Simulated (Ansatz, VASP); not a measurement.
# One calculation of TePb, two programs

File POSCAR:

```
TePb
1.0
    0.0000000000      2.9567720755      3.8438036981
    2.9567720755      0.0000000000      3.8438036981
    2.9567720755      2.9567720755      0.0000000000
Te Pb
1 1
Direct
    0.5000000000      0.5000000000      0.5000000000
    0.0000000000      0.0000000000      0.0000000000
```

INCAR.step1

```
PREC = Accurate
ENCUT = 520
ISMEAR = 0
SIGMA = 0.05
LREAL = F
LASPH = T
NELM = 60
NBANDS = 17
GGA = PE
ALGO = Normal
EDIFF = 1E-4
LWAVE = T
LCHARG = F
```

The input INCAR.step2:

```
PREC = Accurate
ENCUT = 520
EDIFF = 1E-6
ISMEAR = 0
SIGMA = 0.05
LREAL = F
LASPH = T
NELM = 60
ALGO = Normal
ISIF = 2
LWAVE = F
LCHARG = T
METAGGA = R2SCAN
LMIXTAU = T
LELF = T
LVHAR = T
NBANDS = 17
ISTART = 1
```

KPOINTS

```
regular mesh
0
Gamma
  8 8 8
```

Input for Ansatz:

```yaml
crystal:
  lattice:
    - [0.0, 2.9567720755, 3.8438036981]
    - [2.9567720755, 0.0, 3.8438036981]
    - [2.9567720755, 2.9567720755, 0.0]
  atoms:
    - { symbol: Te, position: [0.5, 0.5, 0.5] }
    - { symbol: Pb, position: [0.0, 0.0, 0.0] }
basis:
  ecutwfc: 500
kpoints:
  mp_grid: { grid: [8, 8, 8] }
hamiltonian:
  xc: r2scan
scf:
  occupations: { method: gaussian, width: 0.05 }
output:
  forces: true
  stress: true
  eigenvalues: true
```

Alike in both runs: task single point; functional r2SCAN; k mesh 8 × 8 × 8; occupations gaussian, width 0.05 eV; no spin polarisation.

|  | VASP | Ansatz |
| --- | --- | --- |
| version | VASP 6.6.1 | Ansatz 0.2.0 |
| potentials or method | VASP PAW PBE potentials, release 64 (Te, Pb_d), cutoff 520 eV | scalar-relativistic, plane waves, PAW |
| valence electrons in the cell | 20 | 30 |

VASP gave:

```
gap on the k mesh at the Fermi level (eV)                     : none
pressure (GPa)                                                : 9.3
traceless stress, the component that is largest in VASP (GPa) : -13.98
```

Question: Which values does Ansatz return?

Answer: gap on the k mesh at the Fermi level (eV): none; pressure (GPa): 9.3; traceless stress, the component that is largest in VASP (GPa): -13.93.

VASP's potentials were made for PBE, not for r2SCAN. A gap of «none» marks a metal or a gap that the smearing closes. VASP's potentials hold 20 valence electrons a cell and Ansatz's 30, so a difference there can come from the potentials and not from the codes.

Spin-orbit coupling is off throughout.
